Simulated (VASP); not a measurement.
# C (P6_3/mmc) in VASP: further runs

C is run at these levels: PBE; tasks: single point.

All numbers are computed with VASP 6.6.1; they aren't measurements. Logs are shortened: lines on timing, memory, paths and dates and some standing lists are left out, and cuts for length are marked.

## 1. The cell of the first run

Symmetry: P6_3/mmc, No. 194, hexagonal system. Conventional cell: a = 2.421 Å, b = 2.421 Å, c = 8.237 Å, α = 90.00°, β = 90.00°, γ = 120.00°. Within 2.0 Å of C (site symmetry 3m) lie 4 C at 1.49 to 1.55 Å. C (site symmetry 3m) has 4 C at 1.49 to 1.53 Å within 2.0 Å.

## 2. Single point, PBE

File INCAR:

```
ALGO = Normal
EDIFF = 1E-6
ENCUT = 520
GGA = PE
ISIF = 2
ISMEAR = -1
LASPH = T
LCHARG = F
LREAL = F
LWAVE = F
NBANDS = 26
NELM = 80
PREC = Accurate
SIGMA = 0.05
```

File KPOINTS:

```
k-points
0
Gamma
  10 10 3
```

File POSCAR:

```
C
1.0
    2.4212160000      0.0000000000      0.0000000000
   -1.2106080000      2.0968345641      0.0000000000
    0.0000000000      0.0000000000      8.2371000000
C
8
Direct
    0.6666666667      0.3333333333      0.8439984570
    0.3333333333      0.6666666667      0.3439984570
    0.6666666667      0.3333333333      0.6560015430
    0.3333333333      0.6666666667      0.1560015430
    0.0000000000      0.0000000000      0.9072766737
    0.0000000000      0.0000000000      0.4072766737
    0.0000000000      0.0000000000      0.5927233263
    0.0000000000      0.0000000000      0.0927233263
```

Potentials or basis: VASP PAW PBE potentials, release 64 (C).

Started as:

```
cat potpaw_PBE.64/C/POTCAR > POTCAR
mpirun -np 1 vasp_std > vasp.out
```

OUTCAR:

```text
EDIFF = 1E-6
   ENCUT = 520
   GGA = PE
   ISIF = 2
   ISMEAR = -1
   LASPH = T
   LREAL = F
   NELM = 80
   PREC = Accurate

 ion  position               nearest neighbor table
   1  0.667  0.333  0.844-   5 1.49   5 1.49   5 1.49   3 1.55
   2  0.333  0.667  0.344-   6 1.49   6 1.49   6 1.49   4 1.55
   3  0.667  0.333  0.656-   7 1.49   7 1.49   7 1.49   1 1.55
   4  0.333  0.667  0.156-   8 1.49   8 1.49   8 1.49   2 1.55
   5  0.000  0.000  0.907-   1 1.49   1 1.49   1 1.49   8 1.53
   6  0.000  0.000  0.407-   2 1.49   2 1.49   2 1.49   7 1.53
   7  0.000  0.000  0.593-   3 1.49   3 1.49   3 1.49   6 1.53
   8  0.000  0.000  0.093-   4 1.49   4 1.49   4 1.49   5 1.53

  LATTYP: Found a hexagonal cell.
 ALAT       =     2.4212160000
 C/A-ratio  =     3.4020508703

  Lattice vectors:

 A1 = (   2.4212160000,   0.0000000000,   0.0000000000)
 A2 = (  -1.2106080000,   2.0968345641,   0.0000000000)
 A3 = (   0.0000000000,   0.0000000000,   8.2371000000)

Analysis of symmetry for initial positions (statically):
=====================================================================
 Subroutine PRICEL returns:
 Original cell was already a primitive cell.

 Routine SETGRP: Setting up the symmetry group for a
 hexagonal supercell.

 Subroutine GETGRP returns: Found 24 space group operations
 (whereof 12 operations were pure point group operations)
 out of a pool of 24 trial point group operations.

The static configuration has the point symmetry D_3d.
 The point group associated with its full space group is D_6h.

Analysis of symmetry for dynamics (positions and initial velocities):
=====================================================================
 Subroutine PRICEL returns:
 Original cell was already a primitive cell.

 Routine SETGRP: Setting up the symmetry group for a
 hexagonal supercell.

 Subroutine GETGRP returns: Found 24 space group operations
 (whereof 12 operations were pure point group operations)
 out of a pool of 24 trial point group operations.

The dynamic configuration has the point symmetry D_3d.
 The point group associated with its full space group is D_6h.

 Subroutine INISYM returns: Found 24 space group operations
 (whereof 12 operations are pure point group operations),
 and found     1 'primitive' translations

----------------------------------------------------------------------------------------

                                     Primitive cell

  volume of cell :      41.8188

  direct lattice vectors                    reciprocal lattice vectors
     2.421216000  0.000000000  0.000000000     0.413015609  0.238454673  0.000000000
    -1.210608000  2.096834564  0.000000000     0.000000000  0.476909346  0.000000000
     0.000000000  0.000000000  8.237100000     0.000000000  0.000000000  0.121401950

  length of vectors
     2.421216000  2.421216000  8.237100000     0.476909346  0.476909346  0.121401950

  position of ions in fractional coordinates (direct lattice)
     0.666666667  0.333333333  0.843998457
     0.333333333  0.666666667  0.343998457
     0.666666667  0.333333333  0.656001543
     0.333333333  0.666666667  0.156001543
     0.000000000  0.000000000  0.907276674
     0.000000000  0.000000000  0.407276674
     0.000000000  0.000000000  0.592723326
     0.000000000  0.000000000  0.092723326

  ion indices of the primitive-cell ions
   primitive index   ion index
                 1           1
                 2           2
                 3           3
                 4           4
                 5           5
                 6           6
                 7           7
                 8           8

----------------------------------------------------------------------------------------

 KPOINTS: k-points

Automatic generation of k-mesh.
 Grid dimensions read from file:
 generate k-points for:   10   10    3

 Generating k-lattice:

  Cartesian coordinates                     Fractional coordinates (reciprocal lattice)
     0.041301561  0.023845467  0.000000000     0.100000000  0.000000000  0.000000000
     0.000000000  0.047690935  0.000000000     0.000000000  0.100000000  0.000000000
     0.000000000  0.000000000  0.040467317     0.000000000  0.000000000  0.333333333

  Length of vectors
     0.047690935  0.047690935  0.040467317

  Shift w.r.t. Gamma in fractional coordinates (k-lattice)
     0.000000000  0.000000000  0.000000000

 Subroutine IBZKPT returns following result:
 ===========================================

 Found     28 irreducible k-points:

 Following reciprocal coordinates:
            Coordinates               Weight
  0.000000  0.000000  0.000000      1.000000
  0.100000 -0.000000  0.000000      6.000000
  0.200000 -0.000000  0.000000      6.000000
  0.300000 -0.000000  0.000000      6.000000
  0.400000 -0.000000  0.000000      6.000000
  0.500000 -0.000000  0.000000      3.000000
[... 16 lines left out ...]
  0.300000  0.100000  0.333333     24.000000
[... 83 lines left out ...]
[... 18 lines left out ...]
     25      20.3711      0.00000
     26      20.6556      0.00000

 k-point     2 :       0.1000   -0.0000    0.0000
  band No.  band energies     occupation
      1     -11.4097      2.00000
      2      -9.7471      2.00000
      3      -9.6573      2.00000
      4      -5.7335      2.00000
      5      -3.1391      2.00000
      6       3.5894      2.00000
[... 18 lines left out ...]
     25      20.6349      0.00000
     26      21.2956      0.00000

 k-point     3 :       0.2000   -0.0000    0.0000
  band No.  band energies     occupation
      1     -10.6118      2.00000
      2      -8.9607      2.00000
      3      -8.8746      2.00000
      4      -5.0255      2.00000
      5      -2.3870      2.00000
      6       3.9261      2.00000
[... 18 lines left out ...]
     25      21.7507      0.00000
     26      22.6970      0.00000

 k-point     4 :       0.3000   -0.0000    0.0000
  band No.  band energies     occupation
      1      -9.2961      2.00000
      2      -7.6656      2.00000
      3      -7.5896      2.00000
      4      -3.8633      2.00000
      5      -1.2752      2.00000
      6       1.0390      2.00000
[... 18 lines left out ...]
     25      22.8221      0.00000
     26      23.2847      0.00000

 k-point     5 :       0.4000   -0.0000    0.0000
  band No.  band energies     occupation
      1      -7.5014      2.00000
      2      -5.9047      2.00000
      3      -5.8746      2.00000
      4      -2.3638      2.00000
      5      -2.1930      2.00000
      6      -0.8487      2.00000
[... 18 lines left out ...]
     25      22.9197      0.00000
     26      24.1698      0.00000

 k-point     6 :       0.5000   -0.0000    0.0000
  band No.  band energies     occupation
      1      -5.6924      2.00000
      2      -5.0544      2.00000
      3      -4.2267      2.00000
      4      -3.2270      2.00000
      5      -3.0911      2.00000
      6      -2.9537      2.00000
[... 427 lines left out ...]
 k-point    21 :       0.1000    0.1000    0.3333
  band No.  band energies     occupation
      1     -10.6866      2.00000
      2     -10.1177      2.00000
      3      -7.8948      2.00000
      4      -6.3576      2.00000
      5      -1.2271      2.00000
      6       1.2138      2.00000
[... 18 lines left out ...]
     25      21.8304      0.00000
     26      21.8426      0.00000

 k-point    22 :       0.2000    0.1000    0.3333
  band No.  band energies     occupation
      1      -9.6312      2.00000
      2      -9.0682      2.00000
      3      -6.8770      2.00000
      4      -5.3753      2.00000
      5      -0.3643      2.00000
      6       1.8307      2.00000
[... 18 lines left out ...]
     25      22.6370      0.00000
     26      23.3795      0.00000

 k-point    23 :       0.3000    0.1000    0.3333
  band No.  band energies     occupation
      1      -8.0755      2.00000
      2      -7.5235      2.00000
      3      -5.3923      2.00000
      4      -3.9533      2.00000
      5      -0.5144      2.00000
      6       0.0609      2.00000
[... 18 lines left out ...]
     25      21.8926      0.00000
     26      23.7734      0.00000

 k-point    24 :       0.4000    0.1000    0.3333
  band No.  band energies     occupation
      1      -6.1149      2.00000
      2      -5.6042      2.00000
      3      -3.8766      2.00000
      4      -3.1157      2.00000
      5      -2.6290      2.00000
      6      -1.7078      2.00000
[... 18 lines left out ...]
     25      21.9010      0.00000
     26      22.8303      0.00000

 [... further k-points ...]

------------------------ aborting loop because EDIFF is reached ----------------------------------------

  FORCE on cell =-STRESS in cart. coord.  units (eV):
  Direction    XX          YY          ZZ          XY          YZ          ZX
  --------------------------------------------------------------------------------------
  -------------------------------------------------------------------------------------
  Total       15.6805533     15.6805533      4.1593828      0.0000000     -0.0000000      0.0000000
  in kB      600.7585022    600.7585022    159.3556383      0.0000000     -0.0000000      0.0000000
  external PRESSURE =     453.6242142 kB  Pullay stress =       0.0000000 kB

 VOLUME and BASIS-vectors are now :
 -----------------------------------------------------------------------------
  energy-cutoff  :      520.00
  volume of cell :       41.82
      direct lattice vectors                 reciprocal lattice vectors
     2.421216000  0.000000000  0.000000000     0.413015609  0.238454673  0.000000000
    -1.210608000  2.096834564  0.000000000     0.000000000  0.476909346  0.000000000
     0.000000000  0.000000000  8.237100000     0.000000000  0.000000000  0.121401950

 POSITION                                       TOTAL-FORCE (eV/Angst)
 -----------------------------------------------------------------------------------
      1.21061      0.69894      6.95210        -0.000000      0.000000     -0.014095
     -0.00000      1.39789      2.83355         0.000000     -0.000000     -0.014095
      1.21061      0.69894      5.40355        -0.000000      0.000000      0.014095
     -0.00000      1.39789      1.28500         0.000000     -0.000000      0.014095
      0.00000      0.00000      7.47333         0.000000     -0.000000      0.009168
      0.00000      0.00000      3.35478         0.000000      0.000000      0.009168
      0.00000      0.00000      4.88232         0.000000      0.000000     -0.009168
      0.00000      0.00000      0.76377         0.000000      0.000000     -0.009168
 -----------------------------------------------------------------------------------
    total drift:                                0.000000     -0.000000      0.000000

  FREE ENERGIE OF THE ION-ELECTRON SYSTEM (eV)
  ---------------------------------------------------
  free  energy   TOTEN  =       -72.0406873068 eV

  energy  without entropy=      -72.0406873068  energy(sigma->0) =      -72.04068731
```

It took 12 s on 1 thread of AMD EPYC 9R45 (Zen 5), shared host; peak memory 0.12 GiB.

What came out:

```yaml
Free_energy: -72.0407 eV
Pressure: 45.4 GPa
Largest_force: 0.014 eV/Å
Band_gap_on_the_k_mesh: 4.90 eV
```

Forces in eV/Å, atoms in the order of the input:
```
C    0.000  0.000 -0.014
C    0.000  0.000 -0.014
C    0.000  0.000  0.014
C    0.000  0.000  0.014
C    0.000  0.000  0.009
C    0.000  0.000  0.009
C    0.000  0.000 -0.009
C    0.000  0.000 -0.009
```

Stress tensor (GPa, compression positive):
```
60.08  0.00  0.00
 0.00 60.08  0.00
 0.00  0.00 15.94
```

Caveat: the cell stands under pressure; an odd mesh through Γ misses points on the zone boundary, where band edges can lie.

## 3. Single point, PBE

This run uses another cell than the first one, of 5.45 Å³/atom.

File INCAR:

```
ALGO = Normal
EDIFF = 1E-7
ENCUT = 520
GGA = PE
ISIF = 2
ISMEAR = -1
LASPH = True
LCHARG = False
LREAL = False
LWAVE = False
NBANDS = 26
NELM = 80
PREC = Accurate
SIGMA = 0.05
```

KPOINTS is that of step 2.

File POSCAR:

```
C
1.0
    2.4716580000      0.0000000000      0.0000000000
   -1.2358290000      2.1405186175      0.0000000000
    0.0000000000      0.0000000000      8.2371000000
C
8
Direct
    0.6666666667      0.3333333333      0.8443136812
    0.3333333333      0.6666666667      0.3443136812
    0.6666666667      0.3333333333      0.6556863188
    0.3333333333      0.6666666667      0.1556863188
    0.0000000000      0.0000000000      0.9070977135
    0.0000000000      0.0000000000      0.4070977135
    0.0000000000      0.0000000000      0.5929022865
    0.0000000000      0.0000000000      0.0929022865
```

Potentials or basis: VASP PAW PBE potentials, release 64 (C).

Started as:

```
cat potpaw_PBE.64/C/POTCAR > POTCAR
mpirun -np 1 vasp_std > vasp.out
```

Run time: 13 s. Hardware: 1 thread of AMD EPYC 9R45 (Zen 5), shared host; peak memory 0.12 GiB.

Results (log left out):

```
Free energy            : -72.5144 eV
Pressure               : 22.2 GPa
Largest force          : 0.010 eV/Å
Band gap on the k mesh : 4.72 eV (least direct gap 5.33 eV)
```

Forces in eV/Å, atoms in the order of the input:
```
C    0.000  0.000 -0.010
C    0.000  0.000 -0.010
C    0.000  0.000  0.010
C    0.000  0.000  0.010
C    0.000  0.000  0.002
C    0.000  0.000  0.002
C    0.000  0.000 -0.002
C    0.000  0.000 -0.002
```

Stress tensor (GPa, compression positive):
```
26.78  0.00  0.00
 0.00 26.78  0.00
 0.00  0.00 13.11
```

Levels at points of the mesh, in eV from the valence-band top:
```csv
k point,band 12,band 13,band 14,band 15,band 16,band 17,band 18,band 19,band 20,band 21
"(0.00, 0.00, 0.00)",-1.74,-1.74,-0.29,0.00,0.00,5.33,5.48,5.48,7.32,7.32
"(0.50, 0.00, 0.00)",-5.20,-5.11,-4.92,-3.88,-3.12,4.84,5.54,6.20,6.21,6.70
```

Caveat: the cell stands under pressure; an odd mesh through Γ misses points on the zone boundary, where band edges can lie.

## 4. Single point, PBE

This run uses another cell than the first one, of 5.56 Å³/atom.

File INCAR:

```
SYSTEM = C
PREC = Accurate ; ENCUT = 520
EDIFF = 1E-6 ; ISMEAR = -1
SIGMA = 0.05 ; LREAL = .False.
LASPH = .True. ; NELM = 80
ALGO = Normal ; ISIF = 2
LWAVE = .False. ; LCHARG = .True.
GGA = PE ; LELF = .True.
LVHAR = .True. ; NBANDS = 26
```

File KPOINTS:

```
Automatic mesh
0
Gamma
  10 10 3
  0 0 0
```

File POSCAR:

```
C
1.0
    2.4968790000      0.0000000000      0.0000000000
   -1.2484395000      2.1623606442      0.0000000000
    0.0000000000      0.0000000000      8.2371000000
C
8
Direct
    0.6666666667      0.3333333333      0.8444267795
    0.3333333333      0.6666666667      0.3444267795
    0.6666666667      0.3333333333      0.6555732205
    0.3333333333      0.6666666667      0.1555732205
    0.0000000000      0.0000000000      0.9070450505
    0.0000000000      0.0000000000      0.4070450505
    0.0000000000      0.0000000000      0.5929549495
    0.0000000000      0.0000000000      0.0929549495
```

Started as:

```
cat potpaw_PBE.64/C/POTCAR > POTCAR
mpirun -np 1 vasp_std > vasp.out
```

It took 15 s on 1 thread of AMD EPYC 9R45 (Zen 5), shared host; peak memory 0.13 GiB.

Results (log left out):

```
Free energy            : -72.6239 eV
Pressure               : 12.1 GPa
Largest force          : 0.003 eV/Å
Band gap on the k mesh : 4.59 eV (least direct gap 5.35 eV)
```

Forces on the atoms (eV/Å):
```
C    0.000  0.000 -0.003
C    0.000  0.000 -0.003
C    0.000  0.000  0.003
C    0.000  0.000  0.003
C    0.000  0.000 -0.003
C    0.000  0.000 -0.003
C    0.000  0.000  0.003
C    0.000  0.000  0.003
```

Stress tensor (GPa, compression positive):
```
12.22  0.00  0.00
 0.00 12.22  0.00
 0.00  0.00 11.92
```

Levels at points of the mesh, in eV from the valence-band top:
```csv
k point,band 12,band 13,band 14,band 15,band 16,band 17,band 18,band 19,band 20,band 21
"(0.00, 0.00, 0.00)",-1.76,-1.76,-0.24,0.00,0.00,5.35,5.35,5.52,7.19,7.19
"(0.50, 0.00, 0.00)",-5.12,-5.03,-4.76,-3.76,-3.02,4.66,5.64,6.05,6.08,6.78
```

Caveat: the cell stands under pressure; an odd mesh through Γ misses points on the zone boundary, where band edges can lie.

## 5. Single point, PBE

This run uses another cell than the first one, of 5.67 Å³/atom.

File INCAR:

```
PREC = Accurate
ENCUT = 520
EDIFF = 1E-7
ISMEAR = -1
SIGMA = 0.05
LREAL = F
LASPH = T
NELM = 80
ALGO = Normal
ISIF = 2
LWAVE = F
LCHARG = T
GGA = PE
LELF = T
LVHAR = T
NBANDS = 26
```

File KPOINTS:

```
Automatic mesh
0
Gamma
  10 10 3
```

File POSCAR:

```
C
1.0
    2.5221000000      0.0000000000      0.0000000000
   -1.2610500000      2.1842026709      0.0000000000
    0.0000000000      0.0000000000      8.2371000000
C
8
Direct
    0.6666666667      0.3333333333      0.8445369176
    0.3333333333      0.6666666667      0.3445369176
    0.6666666667      0.3333333333      0.6554630824
    0.3333333333      0.6666666667      0.1554630824
    0.0000000000      0.0000000000      0.9069985176
    0.0000000000      0.0000000000      0.4069985176
    0.0000000000      0.0000000000      0.5930014824
    0.0000000000      0.0000000000      0.0930014824
```

Started as:

```
cat potpaw_PBE.64/C/POTCAR > POTCAR
mpirun -np 1 vasp_std > vasp.out
```

Run time: 15 s. Hardware: 1 thread of AMD EPYC 9R45 (Zen 5), shared host; peak memory 0.13 GiB.

It converged, with:

```yaml
Free_energy: -72.6560 eV
Pressure: 2.9 GPa
Largest_force: 0.008 eV/Å
Band_gap_on_the_k_mesh: 4.45 eV (least direct gap 5.21 eV)
```

Forces on the atoms (eV/Å):
```
C    0.000  0.000 -0.008
C    0.000  0.000 -0.008
C    0.000  0.000  0.008
C    0.000  0.000  0.008
C    0.000  0.000  0.003
C    0.000  0.000  0.003
C    0.000  0.000 -0.003
C    0.000  0.000 -0.003
```

Stress tensor (GPa, compression positive):
```
-1.05  0.00  0.00
 0.00 -1.05  0.00
 0.00  0.00 10.83
```

Levels at points of the mesh, in eV from the valence-band top:
```
           k point  band 12  band 13  band 14  band 15  band 16  band 17  band 18  band 19  band 20  band 21
(0.00, 0.00, 0.00)    -1.79    -1.79    -0.21     0.00     0.00     5.21     5.21     5.69     7.06     7.06
(0.50, 0.00, 0.00)    -5.06    -4.96    -4.62    -3.65    -2.92     4.48     5.69     5.94     5.96     6.84
```

Caveat: an odd mesh through Γ misses points on the zone boundary, where band edges can lie.

## 6. The runs side by side

```tsv
cell	gap on the mesh (eV)	pressure (GPa)	largest force (eV/Å)
a = 2.421, b = 2.421, c = 8.237 Å, angles 90.0, 90.0, 120.0°, 8 atoms	4.90	45.4	0.01
a = 2.472, b = 2.472, c = 8.237 Å, angles 90.0, 90.0, 120.0°, 8 atoms	4.72	22.2	0.01
a = 2.497, b = 2.497, c = 8.237 Å, angles 90.0, 90.0, 120.0°, 8 atoms	4.59	12.1	-
a = 2.522, b = 2.522, c = 8.237 Å, angles 90.0, 90.0, 120.0°, 8 atoms	4.45	2.9	0.01
```

Alike in all rows: task single point; level PBE; potentials or basis VASP PAW PBE potentials, release 64 (C); no spin polarisation; k mesh 10 × 10 × 3; cutoff (eV) 520; smearing fermi-dirac 0.05 eV.

Caveats: an odd mesh through Γ misses points on the zone boundary, where band edges can lie; the cell stands under pressure (at least some runs).

Absolute energies hang on the potentials; compare differences alone.
